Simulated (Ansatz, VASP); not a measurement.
**One calculation of Hf2H3, two programs**

```
Hf H
1.0
     3.72681    0.00000    0.00000
     0.00000    3.72681    0.00000
     0.00000    0.00000    3.72681
Hf H
2 3
Direct
  0.50000 0.50000 0.50000
  0.00000 0.00000 0.00000
  0.00000 0.50000 0.50000
  0.50000 0.00000 0.50000
  0.50000 0.50000 0.00000
```

Alike in both runs: functional PBE; k mesh 10 × 10 × 10; occupations gaussian, width 0.1 eV; no spin polarisation.

Ansatz relaxed the structure, and its values are those at the end. VASP's run is a single point on that final structure, the one shown.

|  | VASP | Ansatz |
| --- | --- | --- |
| version | VASP 6.6.1 | Ansatz 0.2.0 |
| potentials or method | VASP PAW PBE potentials, release 64 (Hf_pv, H), cutoff 520 eV | scalar-relativistic, plane waves, PAW |
| valence electrons in the cell | 23 | 55 |

VASP gave:

| Quantity | Value |
| --- | --- |
| gap on the k mesh at the Fermi level (eV) | none |
| pressure (GPa) | -0.3 |

**Question.** Which values does Ansatz return?

**Answer.** gap on the k mesh at the Fermi level (eV): none; pressure (GPa): 0.0.

A gap of «none» marks a metal or a gap that the smearing closes. VASP's potentials hold 23 valence electrons a cell and Ansatz's 55, so a difference there can come from the potentials and not from the codes.

Spin-orbit coupling is off throughout.
